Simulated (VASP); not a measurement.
Here is a VASP 6.6.1 calculation.

The input INCAR:

```
SYSTEM = MgS
  PREC = Accurate
  ENCUT = 520
  EDIFF = 1E-7
  ISMEAR = -1
  SIGMA = 0.05
  LREAL = .False.
  LASPH = .True.
  NELM = 80
  ALGO = Normal
  ISIF = 2
  LWAVE = .False.
  LCHARG = .False.
  GGA = PE
  NBANDS = 11
```

Contents of KPOINTS:

```
Automatic mesh
0
Gamma
  8 8 8
  0 0 0
```

The input POSCAR:

```
MgS
1.0
    0.0000000000      2.8331200468      2.8331200468
    2.8331200468      0.0000000000      2.8331200468
    2.8331200468      2.8331200468      0.0000000000
S Mg
1 1
Direct
    0.2500000000      0.2500000000      0.2500000000
    0.0000000000      0.0000000000      0.0000000000
```

Potentials or basis: VASP PAW PBE potentials, release 64 (S, Mg).

Launch:

```sh
$ cat potpaw_PBE.64/S/POTCAR potpaw_PBE.64/Mg/POTCAR > POTCAR
$ mpirun -np 1 vasp_std > vasp.out
```

Question: Predict the band gap on the k mesh.

Answer: 3.45 eV, direct.

Question: What does it give for the pressure?

Answer: 0.8 GPa.

A k mesh can miss the band edges.
